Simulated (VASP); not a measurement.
# InSe (P6_3/mmc) in VASP: single point with PBE+D3(BJ)

Aim: the single point of InSe with PBE+D3(BJ).

All numbers are computed with VASP 6.6.1; they aren't measurements. Logs are shortened: lines on timing, memory, paths and dates and some standing lists are left out, and cuts for length are marked.

## Step 1: The cell of the first run

The structure is hexagonal, space group P6_3/mmc (No. 194). Conventional cell: a = 4.032 Å, b = 4.032 Å, c = 16.761 Å, α = 90.00°, β = 90.00°, γ = 120.00°. Within 3.5 Å of In (site symmetry 3m) lie 3 Se at 2.66 Å and 1 In at 2.79 Å. Se (site symmetry 3m) has 3 In at 2.66 Å within 3.5 Å.

## Step 2: Single point, PBE+D3(BJ)

INCAR reads:

```
PREC = Accurate
ENCUT = 520
EDIFF = 1E-6
ISMEAR = 0
SIGMA = 0.02
LREAL = F
LASPH = T
NELM = 60
ALGO = Normal
ISIF = 2
LWAVE = F
LCHARG = F
GGA = PE
IVDW = 12
NBANDS = 48
```

KPOINTS reads:

```
regular mesh
0
Gamma
  12 12 2
```

POSCAR reads:

```
InSe
1.0
    4.0317812833      0.0000000000      0.0000000000
   -2.0158906416      3.4916250139      0.0000000000
    0.0000000000      0.0000000000     16.7612964921
In Se
4 4
Direct
    0.3333333333      0.6666666667      0.1666545229
    0.6666666667      0.3333333333      0.6666545229
    0.3333333333      0.6666666667      0.3333454771
    0.6666666667      0.3333333333      0.8333454771
    0.3333333333      0.6666666667      0.5898684769
    0.6666666667      0.3333333333      0.0898684769
    0.3333333333      0.6666666667      0.9101315231
    0.6666666667      0.3333333333      0.4101315231
```

Potentials or basis: VASP PAW PBE potentials, release 64 (In_d, Se).

Command:

```sh
$ cat potpaw_PBE.64/In_d/POTCAR potpaw_PBE.64/Se/POTCAR > POTCAR
$ mpirun -np 1 vasp_std > vasp.out
```

OUTCAR:

```text
PREC = Accurate
   ENCUT = 520
   EDIFF = 1E-6
   ISMEAR = 0
   LREAL = F
   LASPH = T
   NELM = 60
   ISIF = 2
   GGA = PE
   IVDW = 12
 IVDW          = 12

 ion  position               nearest neighbor table
   1  0.333  0.667  0.167-   6 2.66   6 2.66   6 2.66   3 2.79
   2  0.667  0.333  0.667-   5 2.66   5 2.66   5 2.66   4 2.79
   3  0.333  0.667  0.333-   8 2.66   8 2.66   8 2.66   1 2.79
   4  0.667  0.333  0.833-   7 2.66   7 2.66   7 2.66   2 2.79
   5  0.333  0.667  0.590-   2 2.66   2 2.66   2 2.66
   6  0.667  0.333  0.090-   1 2.66   1 2.66   1 2.66
   7  0.333  0.667  0.910-   4 2.66   4 2.66   4 2.66
   8  0.667  0.333  0.410-   3 2.66   3 2.66   3 2.66

  LATTYP: Found a hexagonal cell.
 ALAT       =     4.0317812833
 C/A-ratio  =     4.1572930956

  Lattice vectors:

 A1 = (   4.0317812833,   0.0000000000,   0.0000000000)
 A2 = (  -2.0158906416,   3.4916250139,   0.0000000000)
 A3 = (   0.0000000000,   0.0000000000,  16.7612964921)

Analysis of symmetry for initial positions (statically):
=====================================================================
 Subroutine PRICEL returns:
 Original cell was already a primitive cell.

 Routine SETGRP: Setting up the symmetry group for a
 hexagonal supercell.

 Subroutine GETGRP returns: Found 24 space group operations
 (whereof 12 operations were pure point group operations)
 out of a pool of 24 trial point group operations.

The static configuration has the point symmetry D_3d.
 The point group associated with its full space group is D_6h.

Analysis of symmetry for dynamics (positions and initial velocities):
=====================================================================
 Subroutine PRICEL returns:
 Original cell was already a primitive cell.

 Routine SETGRP: Setting up the symmetry group for a
 hexagonal supercell.

 Subroutine GETGRP returns: Found 24 space group operations
 (whereof 12 operations were pure point group operations)
 out of a pool of 24 trial point group operations.

The dynamic configuration has the point symmetry D_3d.
 The point group associated with its full space group is D_6h.

 Subroutine INISYM returns: Found 24 space group operations
 (whereof 12 operations are pure point group operations),
 and found     1 'primitive' translations

----------------------------------------------------------------------------------------

                                     Primitive cell

[... 101 lines left out ...]
   NELM   =     60;   NELMIN=  2; NELMDL= -5     # of ELM steps
   EDIFF  = 0.1E-05   stopping-criterion for ELM
   LREAL  =      F    real-space projection
[... 7 lines left out ...]
   TEBEG  =    0.0;   TEEND  =   0.0 temperature during run
   PSTRESS=    0.0 pullay stress
   NELECT =      76.0000    total number of electrons
   NUPDOWN=      -1.0000    fix difference up-down
   EMIN   =  10.00;   EMAX   =-10.00  energy-range for DOS
   EFERMI =   0.00;   METHOD = LEGACY
   ISMEAR =     0;   SIGMA  =   0.02  broadening in eV -4-tet -1-fermi 0-gaus
   EFERMI_NEDOS =   21; number of points for ismear=-14 and -15
   IALGO  =     38    algorithm
   IMIX   =      4    mixing-type and parameters
     AMIX     =   0.40;   BMIX     =  1.00
     AMIX_MAG =   1.60;   BMIX_MAG =  1.00
  volume/ion in A,a.u.               =      29.49       199.04
  Fermi-wavevector in a.u.,A,eV,Ry     =   1.122196  2.120643 17.134135  1.259323
  Thomas-Fermi vector in A             =   2.258854
   LORBIT       =      0    0 simple, 1 ext, 2 COOP (PROOUT), +10 PAW based schemes
   GGA     = PE    functional components
   LHFCALC =     F    Hartree Fock is set to
   AEXX    =    0.0000 exact exchange contribution
   IVDW    =    12    specifies the selected vdW correction
   LEPSILON=     F    determine dielectric tensor
   LRPA    =     F    only Hartree local field effects (RPA)
 non-spin polarized calculation
 Gauss-broadening in eV      SIGMA  =   0.02
  energy-cutoff  :      520.00
  volume of cell :      235.96
 maximum number of plane-waves:      6404
 NGX is ok and might be reduce to    30
   NGX = 15   NGY = 15   NGZ = 63

 number of electron      76.0000013 magnetization

 Free energy of the ion-electron system (eV)
  ---------------------------------------------------
  ext. energy  EPLUGINS =         0.00000000
  ---------------------------------------------------
  free energy    TOTEN  =       -28.32061253 eV

  energy without entropy =      -28.32061253  energy(sigma->0) =      -28.32061253

 E-fermi :   4.1170     XC(G=0):  -8.8751

 val. band max:        4.0153839577   @ k =   0.0000   0.0000   0.0000
 cond. band min:       4.3707349321   @ k =   0.0000   0.0000   0.0000
 fundamental gap:      0.3553509745
 Fermi energy:         4.1170353871

 k-point     1 :       0.0000    0.0000    0.0000
  band No.  band energies     occupation
      1     -10.7714      2.00000
      2     -10.7706      2.00000
      3     -10.5864      2.00000
      4     -10.5864      2.00000
      5     -10.5860      2.00000
      6     -10.5860      2.00000
[... 1213 lines left out ...]
     47       8.5458      0.00000
     48       8.5458      0.00000

 [... further k-points ...]

------------------------ aborting loop because EDIFF is reached ----------------------------------------

 Edisp (eV)   -2.37467

 E8    (eV) :    -1.0881

  FORCE on cell =-STRESS in cart. coord.  units (eV):
  Direction    XX          YY          ZZ          XY          YZ          ZX
  --------------------------------------------------------------------------------------
  -------------------------------------------------------------------------------------
  Total       0.06497     0.06497     0.05185     0.00000    -0.00000     0.00000
  in kB       0.44115     0.44115     0.35210     0.00000    -0.00000     0.00000
  external pressure =        0.41 kB  Pullay stress =        0.00 kB

 VOLUME and BASIS-vectors are now :
 -----------------------------------------------------------------------------
  energy-cutoff  :      520.00
  volume of cell :      235.96
      direct lattice vectors                 reciprocal lattice vectors
     4.031781283  0.000000000  0.000000000     0.248029327  0.143199799  0.000000000
    -2.015890642  3.491625014  0.000000000     0.000000000  0.286399598  0.000000000
     0.000000000  0.000000000 16.761296492     0.000000000  0.000000000  0.059661256

 POSITION                                       TOTAL-FORCE (eV/Angst)
 -----------------------------------------------------------------------------------
     -0.00000      2.32775      2.79335        -0.000000      0.000000      0.016159
      2.01589      1.16388     11.17399         0.000000     -0.000000      0.016159
     -0.00000      2.32775      5.58730        -0.000000      0.000000     -0.016159
      2.01589      1.16388     13.96795         0.000000     -0.000000     -0.016159
     -0.00000      2.32775      9.88696         0.000000      0.000000     -0.013490
      2.01589      1.16388      1.50631        -0.000000     -0.000000     -0.013490
     -0.00000      2.32775     15.25498         0.000000      0.000000      0.013490
      2.01589      1.16388      6.87434        -0.000000     -0.000000      0.013490
 -----------------------------------------------------------------------------------
    total drift:                               -0.000000      0.000000      0.000000

  FREE ENERGIE OF THE ION-ELECTRON SYSTEM (eV)
  ---------------------------------------------------
  free  energy   TOTEN  =       -30.6952775743 eV

  energy  without entropy=      -30.6952775743  energy(sigma->0) =      -30.69527757
```

OSZICAR:

```text
N       E                     dE             d eps       ncg     rms          rms(c)
DAV:   1     0.784650608540E+03    0.78465E+03   -0.33894E+04  3664   0.176E+03
DAV:   2     0.910901159255E+02   -0.69356E+03   -0.67224E+03  3648   0.469E+02
DAV:   3    -0.216866708954E+02   -0.11278E+03   -0.10909E+03  4512   0.194E+02
DAV:   4    -0.289611995496E+02   -0.72745E+01   -0.72290E+01  4392   0.486E+01
DAV:   5    -0.292160993380E+02   -0.25490E+00   -0.25480E+00  4528   0.947E+00    0.100E+01
DAV:   6    -0.283361616615E+02    0.87994E+00   -0.13675E+00  4736   0.159E+01    0.586E+00
DAV:   7    -0.283250996811E+02    0.11062E-01   -0.10030E+00  5160   0.541E+00    0.142E+00
DAV:   8    -0.283171859465E+02    0.79137E-02   -0.10036E-01  5248   0.310E+00    0.109E+00
DAV:   9    -0.283196123394E+02   -0.24264E-02   -0.18371E-02  4176   0.554E-01    0.482E-01
DAV:  10    -0.283202327809E+02   -0.62044E-03   -0.21342E-03  5624   0.385E-01    0.210E-01
DAV:  11    -0.283206009169E+02   -0.36814E-03   -0.97741E-04  4448   0.208E-01    0.576E-02
DAV:  12    -0.283205976111E+02    0.33058E-05   -0.84124E-05  5712   0.750E-02    0.353E-02
DAV:  13    -0.283206109177E+02   -0.13307E-04   -0.20821E-05  4096   0.206E-02    0.165E-02
DAV:  14    -0.283206123215E+02   -0.14038E-05   -0.49159E-06  3768   0.260E-02    0.260E-03
DAV:  15    -0.283206125267E+02   -0.20517E-06   -0.10138E-06  2736   0.540E-03
   1 F= -.30695278E+02 E0= -.30695278E+02  d E =-.236666E-15
```

stdout:

```text
POSCAR found type information on POSCAR InSe
 POSCAR found :  2 types and       8 ions
 scaLAPACK will be used
 LDA part: xc-table for (Slater+PW92), standard interpolation
 POSCAR, INCAR and KPOINTS ok, starting setup
 FFT: planning ... GRIDC
 FFT: planning ... GRID_SOFT
 FFT: planning ... GRID
 WAVECAR not read
 entering main loop
```

Wall time 12 min (1 thread of Oxide Virtual Turin-like, shared host); peak memory 0.5 GiB.

Results:

| Item | Value |
| --- | --- |
| Free energy | -30.6953 eV |
| Pressure | 0.0 GPa |
| Largest force | 0.016 eV/Å |
| Band gap on the k mesh | 0.36 eV, direct |
| Dispersion energy per atom | -0.297 eV |

Forces on the atoms (eV/Å):
```
In   0.000  0.000  0.016
In   0.000  0.000  0.016
In   0.000  0.000 -0.016
In   0.000  0.000 -0.016
Se   0.000  0.000 -0.013
Se   0.000  0.000 -0.013
Se   0.000  0.000  0.013
Se   0.000  0.000  0.013
```

Levels at points of the mesh, in eV from the valence-band top:
```tsv
k point	band 34	band 35	band 36	band 37	band 38	band 39	band 40	band 41	band 42	band 43
(0.00, 0.00, 0.00)	-1.17	-1.17	-1.10	-1.10	0.00	0.36	1.73	2.12	2.12	4.19
(0.50, 0.00, 0.00)	-2.17	-2.08	-2.07	-1.97	-1.35	1.11	1.21	1.93	1.94	3.33
(0.00, 0.00, 0.50)	-1.13	-1.13	-1.13	-0.92	-0.92	1.22	1.22	2.13	2.13	4.26
(0.50, 0.00, 0.50)	-2.29	-2.05	-2.05	-1.71	-1.71	1.46	1.46	1.58	1.58	3.54
```

Caveat: spin-orbit coupling is left out, which moves the levels of the heavy elements.
